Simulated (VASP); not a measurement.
# KGe3 (I-4m2) in VASP: a series of runs

KGe3 is run at these levels: PBE; tasks: single point, relaxation of cell and atoms.

Everything below comes from runs of VASP 6.6.1. Logs are shortened: lines on timing, memory, paths and dates and some standing lists are left out, and cuts for length are marked.

## 1. The cell of the first run

It takes space group I-4m2 (No. 119, tetragonal). The conventional cell has a = 3.876 Å, b = 3.876 Å, c = 9.592 Å, α = 90.00°, β = 90.00°, γ = 90.00°. Within 3.9 Å of K (site symmetry -4m2) lie 14 Ge at 2.97 to 3.64 Å and 4 K at 3.88 Å. Ge (site symmetry 2mm) has 3 Ge at 2.30 Å and 4 K at 2.97 Å within 3.0 Å. Within 3.1 Å of Ge (site symmetry -4m2) lie 4 Ge at 2.30 Å and 4 K at 3.08 Å.

The cell was generated, and may not be a known phase.

## 2. Single point, PBE

File INCAR:

```
SYSTEM = KGe3
PREC = Accurate ; ENCUT = 520
EDIFF = 1E-6 ; ISMEAR = 0
SIGMA = 0.1 ; LREAL = .False.
LASPH = .True. ; NELM = 100
ALGO = Normal ; ISIF = 2
LWAVE = .False. ; LCHARG = .False.
GGA = PE ; NBANDS = 34
```

File KPOINTS:

```
Automatic mesh
0
Gamma
  6 6 6
  0 0 0
```

File POSCAR:

```
KGe3
1.0
   -1.9380230800      1.9380230800      4.7959731600
    1.9380230800     -1.9380230800      4.7959731600
    1.9380230800      1.9380230800     -4.7959731600
K Ge
1 3
Direct
    0.0000000000      0.0000000000      0.0000000000
    0.3798992300      0.3798992300      0.0000000000
    0.7500000000      0.2500000000      0.5000000000
    0.6201007700      0.6201007700      0.0000000000
```

Potentials or basis: VASP PAW PBE potentials, release 64 (K_sv, Ge_d).

Launch:

```bash
cat potpaw_PBE.64/K_sv/POTCAR potpaw_PBE.64/Ge_d/POTCAR > POTCAR
mpirun -np 1 vasp_std > vasp.out
```

OUTCAR:

```text
SYSTEM = KGe3
   PREC = Accurate
   ENCUT = 520
   EDIFF = 1E-6
   ISMEAR = 0
   LREAL = .False.
   LASPH = .True.
   NELM = 100
   ISIF = 2
   GGA = PE

 ion  position               nearest neighbor table
   1  0.000  0.000  0.000-   4 2.97   4 2.97   4 2.97   2 2.97   4 2.97   2 2.97   2 2.97   2 2.97
                             3 3.08   3 3.08   3 3.08   3 3.08
   2  0.380  0.380  0.000-   3 2.30   3 2.30   4 2.30   1 2.97   1 2.97   1 2.97   1 2.97
   3  0.750  0.250  0.500-   2 2.30   4 2.30   2 2.30   4 2.30   1 3.08   1 3.08   1 3.08   1 3.08

   4  0.620  0.620  0.000-   3 2.30   3 2.30   2 2.30   1 2.97   1 2.97   1 2.97   1 2.97

  LATTYP: Found a body centered tetragonal cell.
 ALAT       =     3.8760461600
 C/A-ratio  =     2.4746728816

  Lattice vectors:

 A1 = (  -1.9380230800,   1.9380230800,   4.7959731600)
 A2 = (   1.9380230800,  -1.9380230800,   4.7959731600)
 A3 = (   1.9380230800,   1.9380230800,  -4.7959731600)

Analysis of symmetry for initial positions (statically):
=====================================================================
 Subroutine PRICEL returns:
 Original cell was already a primitive cell.

 Routine SETGRP: Setting up the symmetry group for a
 body centered tetragonal supercell.

 Subroutine GETGRP returns: Found  8 space group operations
 (whereof  8 operations were pure point group operations)
 out of a pool of 16 trial point group operations.

The static configuration has the point symmetry D_2d.

Analysis of symmetry for dynamics (positions and initial velocities):
=====================================================================
 Subroutine PRICEL returns:
 Original cell was already a primitive cell.

 Routine SETGRP: Setting up the symmetry group for a
 body centered tetragonal supercell.

 Subroutine GETGRP returns: Found  8 space group operations
 (whereof  8 operations were pure point group operations)
 out of a pool of 16 trial point group operations.

The dynamic configuration has the point symmetry D_2d.

 Subroutine INISYM returns: Found  8 space group operations
 (whereof  8 operations are pure point group operations),
 and found     1 'primitive' translations

----------------------------------------------------------------------------------------

                                     Primitive cell

  volume of cell :      72.0534

[... 90 lines left out ...]
   ENCUT  =  520.0 eV  38.22 Ry    6.18 a.u.  10.27 10.27 10.27*2*pi/ulx,y,z
   NELM   =    100;   NELMIN=  2; NELMDL= -5     # of ELM steps
   EDIFF  = 0.1E-05   stopping-criterion for ELM
   LREAL  =      F    real-space projection
   EDIFFG = 0.1E-04   stopping-criterion for IOM
   NSW    =      0    number of steps for IOM
   IBRION =     -1    ionic relax: 0-MD 1-quasi-New 2-CG
   NFREE  =      0    steps in history (QN), initial steepest desc. (CG)
   ISIF   =      2    stress and relaxation
   ISYM   =      2    0-nonsym 1-usesym 2-fastsym
   POTIM  = 0.5000    time-step for ionic-motion
   TEBEG  =    0.0;   TEEND  =   0.0 temperature during run
   PSTRESS=    0.0 pullay stress
   NELECT =      51.0000    total number of electrons
   NUPDOWN=      -1.0000    fix difference up-down
   EMIN   =  10.00;   EMAX   =-10.00  energy-range for DOS
   EFERMI =   0.00;   METHOD = LEGACY
   ISMEAR =     0;   SIGMA  =   0.10  broadening in eV -4-tet -1-fermi 0-gaus
   EFERMI_NEDOS =   21; number of points for ismear=-14 and -15
   IALGO  =     38    algorithm
   IMIX   =      4    mixing-type and parameters
     AMIX     =   0.40;   BMIX     =  1.00
     AMIX_MAG =   1.60;   BMIX_MAG =  1.00
  volume/ion in A,a.u.               =      18.01       121.56
  Fermi-wavevector in a.u.,A,eV,Ry     =   1.458971  2.757056 28.961315  2.128597
  Thomas-Fermi vector in A             =   2.575593
   LORBIT       =      0    0 simple, 1 ext, 2 COOP (PROOUT), +10 PAW based schemes
   GGA     = PE    functional components
   LHFCALC =     F    Hartree Fock is set to
   AEXX    =    0.0000 exact exchange contribution
   IVDW    =     0    specifies the selected vdW correction
   LEPSILON=     F    determine dielectric tensor
   LRPA    =     F    only Hartree local field effects (RPA)
 non-spin polarized calculation
 Gauss-broadening in eV      SIGMA  =   0.10
  energy-cutoff  :      520.00
  volume of cell :       72.05
 maximum number of plane-waves:      1952
 NGX is ok and might be reduce to    42
   NGX = 21   NGY = 21   NGZ = 21

 number of electron      51.0000017 magnetization

 Free energy of the ion-electron system (eV)
  ---------------------------------------------------
  ext. energy  EPLUGINS =         0.00000000
  ---------------------------------------------------
  free energy    TOTEN  =       -11.67855718 eV

  energy without entropy =      -11.66969543  energy(sigma->0) =      -11.67412631

 E-fermi :   6.3832     XC(G=0): -11.0442

 val. band max:        6.3597425523   @ k =  -0.1667   0.1667   0.1667
 cond. band min:       6.4006937971   @ k =  -0.3333  -0.3333   0.1667
 fundamental gap:      0.0409512448
 Fermi energy:         6.3831906538

 k-point     1 :       0.0000    0.0000    0.0000
  band No.  band energies     occupation
      1     -23.8342      2.00000
      2     -18.9749      2.00000
      3     -18.9749      2.00000
      4     -18.9713      2.00000
      5     -18.9176      2.00000
      6     -18.8910      2.00000
[... 877 lines left out ...]
     33      13.5075      0.00000
     34      13.7009      0.00000

 [... further k-points ...]

------------------------ aborting loop because EDIFF is reached ----------------------------------------

  FORCE on cell =-STRESS in cart. coord.  units (eV):
  Direction    XX          YY          ZZ          XY          YZ          ZX
  --------------------------------------------------------------------------------------
  -------------------------------------------------------------------------------------
  Total       12.8852240     12.8852240     14.7555214      0.0000000      0.0000000     -0.0000000
  in kB      286.5153741    286.5153741    328.1032393      0.0000000      0.0000000     -0.0000000
  external PRESSURE =     300.3779959 kB  Pullay stress =       0.0000000 kB

 VOLUME and BASIS-vectors are now :
 -----------------------------------------------------------------------------
  energy-cutoff  :      520.00
  volume of cell :       72.05
      direct lattice vectors                 reciprocal lattice vectors
    -1.938023080  1.938023080  4.795973160     0.000000000  0.257994864  0.104254128
     1.938023080 -1.938023080  4.795973160     0.257994864  0.000000000  0.104254128
     1.938023080  1.938023080 -4.795973160     0.257994864  0.257994864  0.000000000

 POSITION                                       TOTAL-FORCE (eV/Angst)
 -----------------------------------------------------------------------------------
      0.00000      0.00000      0.00000         0.000000      0.000000     -0.000000
      0.00000      0.00000      3.64397        -0.000000     -0.000000      0.014048
     -0.00000      1.93802      2.39799         0.000000      0.000000     -0.000000
      0.00000      0.00000      5.94797        -0.000000     -0.000000     -0.014048
 -----------------------------------------------------------------------------------
    total drift:                               -0.000000      0.000000      0.000000

  FREE ENERGIE OF THE ION-ELECTRON SYSTEM (eV)
  ---------------------------------------------------
  free  energy   TOTEN  =       -11.6785571791 eV

  energy  without entropy=      -11.6696954313  energy(sigma->0) =      -11.67412631
```

OSZICAR:

```text
N       E                     dE             d eps       ncg     rms          rms(c)
DAV:   1     0.474782770255E+03    0.47478E+03   -0.24542E+04  2490   0.405E+03
DAV:   2     0.666233200527E+02   -0.40816E+03   -0.39277E+03  2048   0.794E+02
DAV:   3    -0.783776745062E+01   -0.74461E+02   -0.73394E+02  2300   0.203E+02
DAV:   4    -0.117934016237E+02   -0.39556E+01   -0.39339E+01  2786   0.535E+01
DAV:   5    -0.119551241667E+02   -0.16172E+00   -0.16161E+00  3272   0.912E+00    0.120E+01
DAV:   6    -0.117509864839E+02    0.20414E+00   -0.16221E-01  3382   0.161E+01    0.781E+00
DAV:   7    -0.116803465662E+02    0.70640E-01   -0.28845E-01  3044   0.560E+00    0.767E-01
DAV:   8    -0.116782981709E+02    0.20484E-02   -0.65462E-02  2934   0.506E+00    0.351E-01
DAV:   9    -0.116784652600E+02   -0.16709E-03   -0.56784E-03  3092   0.157E+00    0.133E-01
DAV:  10    -0.116785291181E+02   -0.63858E-04   -0.68267E-04  3518   0.435E-01    0.348E-02
DAV:  11    -0.116785552502E+02   -0.26132E-04   -0.17953E-04  2754   0.287E-01    0.108E-02
DAV:  12    -0.116785569739E+02   -0.17237E-05   -0.16612E-05  2688   0.767E-02    0.558E-03
DAV:  13    -0.116785571791E+02   -0.20524E-06   -0.28414E-06  1974   0.325E-02
   1 F= -.11678557E+02 E0= -.11674126E+02  d E =-.886175E-02
```

It took 85 s on 1 thread of Intel Xeon Platinum 8488C (Sapphire Rapids), shared host; peak memory 0.26 GiB.

What came out:

| Quantity | Value |
| --- | --- |
| Free energy | -11.6786 eV |
| Pressure | 30.0 GPa |
| Largest force | 0.014 eV/Å |
| Band gap on the k mesh | zero (an odd number of electrons rules out a gap without spin polarisation) |

Forces in eV/Å, atoms in the order of the input:
```
K    0.000  0.000  0.000
Ge   0.000  0.000  0.014
Ge   0.000  0.000  0.000
Ge   0.000  0.000 -0.014
```

Levels at points of the mesh, in eV from the Fermi level:
| k point | band 22 | band 23 | band 24 | band 25 | band 26 | band 27 | band 28 | band 29 |
| --- | --- | --- | --- | --- | --- | --- | --- | --- |
| (0.00, 0.00, 0.00) | -7.10 | -3.04 | -3.04 | 0.45 | 0.47 | 0.47 | 0.90 | 2.92 |
| (0.50, 0.00, 0.00) | -6.69 | -4.39 | -2.73 | -0.61 | 0.55 | 0.81 | 1.50 | 3.87 |
| (0.50, 0.50, 0.00) | -8.10 | -4.41 | -4.13 | -2.65 | -0.41 | 1.38 | 3.08 | 3.84 |
| (0.50, 0.50, 0.50) | -3.14 | -3.14 | -1.53 | -1.17 | 0.45 | 1.93 | 1.93 | 2.11 |

Caveat: the cell stands under pressure.

## 3. Single point, PBE

This run uses another cell than the first one, of 26.64 Å³/atom.

File INCAR:

```
PREC = Accurate ; ENCUT = 520
EDIFF = 1E-6 ; ISMEAR = 0
SIGMA = 0.1 ; LREAL = False
LASPH = True ; NELM = 60
ALGO = Normal ; ISIF = 2
LWAVE = False ; LCHARG = True
GGA = PE ; LELF = True
LVHAR = True ; NBANDS = 34
```

File KPOINTS:

```
regular mesh
0
Gamma
  6 6 6
```

File POSCAR:

```
KGe3
1.0
   -2.2124027801      2.2124027801      5.4418972271
    2.2124027801     -2.2124027801      5.4418972271
    2.2124027801      2.2124027801     -5.4418972271
K Ge
1 3
Direct
    0.0000000000      0.0000000000      0.0000000000
    0.3808935484      0.3808935484      0.0000000000
    0.7500000000      0.2500000000      0.5000000000
    0.6191064516      0.6191064516      0.0000000000
```

Potentials or basis: VASP PAW PBE potentials, release 64 (K_sv, Ge_d).

Launch:

```bash
cat potpaw_PBE.64/K_sv/POTCAR potpaw_PBE.64/Ge_d/POTCAR > POTCAR
mpirun -np 1 vasp_std > vasp.out
```

Run time: 1.7 min. Hardware: 1 thread of Intel Xeon Platinum 8488C (Sapphire Rapids), shared host; peak memory 0.35 GiB.

The run converged. Its results:

```yaml
Free_energy: -13.9309 eV
Pressure: 0.0 GPa
Largest_force: 0.019 eV/Å
Band_gap_on_the_k_mesh: zero (an odd number of electrons rules out a gap without spin polarisation)
```

Forces in eV/Å, atoms in the order of the input:
```
K    0.000  0.000  0.000
Ge   0.000  0.000  0.019
Ge   0.000  0.000  0.000
Ge   0.000  0.000 -0.019
```

Levels at points of the mesh, in eV from the Fermi level:
| k point | band 23 | band 24 | band 25 | band 26 | band 27 | band 28 |
| --- | --- | --- | --- | --- | --- | --- |
| (0.00, 0.00, 0.00) | -2.13 | -2.13 | 0.00 | 0.19 | 0.19 | 0.51 |
| (0.50, 0.00, 0.00) | -3.24 | -1.99 | -0.60 | -0.49 | 0.57 | 1.57 |
| (0.50, 0.50, 0.00) | -3.13 | -3.11 | -1.68 | -0.18 | 0.42 | 2.11 |
| (0.50, 0.50, 0.50) | -2.38 | -2.38 | -1.34 | 0.30 | 1.51 | 1.51 |

## 4. Relaxation of cell and atoms, PBE

File INCAR:

```
ALGO = Normal
EDIFF = 1E-7
EDIFFG = -0.04
ENCUT = 600
GGA = PE
IBRION = 2
ISIF = 3
ISMEAR = 0
LASPH = True
LCHARG = False
LREAL = False
LWAVE = False
NELM = 60
NSW = 90
PREC = Accurate
SIGMA = 0.1
```

File KPOINTS:

```
k-points
0
Gamma
  6 6 6
```

File POSCAR:

```
KGe3
1.0
   -1.9380230800      1.9380230800      4.7959731600
    1.9380230800     -1.9380230800      4.7959731600
    1.9380230800      1.9380230800     -4.7959731600
K Ge
1 3
Direct
    0.0000000000      0.0000000000      0.0000000000
    0.3798992300      0.3798992300      0.0000000000
    0.7500000000      0.2500000000      0.5000000000
    0.6201007700      0.6201007700      0.0000000000
```

Launch:

```bash
cat potpaw_PBE.64/K_sv/POTCAR potpaw_PBE.64/Ge_d/POTCAR > POTCAR
mpirun -np 1 vasp_std > vasp.out
```

Run time: 9.3 min. Hardware: 1 thread of Intel Xeon Platinum 8488C (Sapphire Rapids), shared host; peak memory 0.37 GiB.

The run converged. Its results:

```
Free energy                           : -13.9172 eV
Relaxed volume                        : 26.59 Å³/atom
Relaxed cell                          : a = 6.278 Å, b = 6.278 Å, c = 6.278 Å, α = 138.78°, β = 138.78°, γ = 59.71°
Space group after relaxing (to 0.1 Å) : I-4m2 (No. 119)
Energy gained by relaxing             : 559.6 meV/atom
Ionic steps                           : 8
Pressure after relaxing               : -0.1 GPa
Band gap on the k mesh                : zero (an odd number of electrons rules out a gap without spin polarisation)
```

Forces in eV/Å, atoms in the order of the input:
```
K    0.000  0.000  0.000
Ge   0.000  0.000  0.003
Ge   0.000  0.000  0.000
Ge   0.000  0.000 -0.003
```

The path:
| step | energy change (eV) | largest force (eV/Å) | pressure (GPa) | volume (Å³) |
| --- | --- | --- | --- | --- |
| 1 | 0.0000 | 0.0134 | 30.05 | 72.05 |
| 2 | -2.1828 | 0.0464 | -2.02 | 113.33 |
| 3 | -2.2316 | 0.0666 | 0.55 | 104.16 |
| 4 | -2.2342 | 0.0638 | 0.00 | 105.88 |
| 5 | -2.2338 | 0.0653 | 0.21 | 105.12 |
| 6 | -2.2355 | 0.0535 | 0.22 | 105.18 |
| 7 | -2.2380 | 0.0033 | 0.25 | 105.37 |
| 8 | -2.2385 | 0.0027 | -0.06 | 106.36 |

Final structure:
```xyz
4
Lattice="-2.2099 2.2099 5.4448 2.2099 -2.2099 5.4448 2.2099 2.2099 -5.4448" Properties=species:S:1:pos:R:3 pbc="T T T"
K     0.0000    0.0000    0.0000
Ge    0.0000    0.0000    4.1498
Ge    0.0000    2.2099    2.7224
Ge    0.0000    0.0000    6.7399
```

Levels at points of the mesh, in eV from the Fermi level:
```csv
k point,band 21,band 22,band 23,band 24,band 25,band 26,band 27,band 28,band 29,band 30
"(0.00, 0.00, 0.00)",-7.05,-6.43,-2.13,-2.13,0.02,0.19,0.19,0.52,2.92,3.94
"(0.50, 0.00, 0.00)",-8.54,-6.14,-3.25,-1.98,-0.60,-0.50,0.57,1.57,3.45,4.19
"(0.50, 0.50, 0.00)",-8.65,-7.28,-3.14,-3.12,-1.68,-0.19,0.42,2.10,2.81,6.47
"(0.50, 0.50, 0.50)",-9.41,-3.15,-2.37,-2.37,-1.35,0.31,1.51,1.51,2.10,3.55
```

Caveat: the volume moved by over 15 % at a fixed basis, so the end points are rough.

## 5. The runs side by side

```tsv
task	cell	cutoff (eV)	gap on the mesh (eV)	pressure (GPa)	largest force (eV/Å)
single point	a = 5.524 Å, angles 138.9, 138.9, 59.5°, 4 atoms, atomic positions A	520	none	30.0	0.01
single point	a = 6.277 Å, angles 138.7, 138.7, 59.8°, 4 atoms, atomic positions B	520	none	0.0	0.02
relaxation of cell and atoms	relaxed from a = 5.524 Å, angles 138.9, 138.9, 59.5°, 4 atoms, atomic positions A	600	none	-0.1	-
```

Alike in all rows: level PBE; potentials or basis VASP PAW PBE potentials, release 64 (K_sv, Ge_d); no spin polarisation; k mesh 6 × 6 × 6; smearing gaussian 0.1 eV.

Caveats: the cell stands under pressure (at least some runs); the volume moved by over 15 % at a fixed basis, so the end points are rough (at least some runs).

Absolute energies hang on the potentials; compare differences alone.

The gap in the log of VASP goes by the Fermi energy; the results here count the filled bands.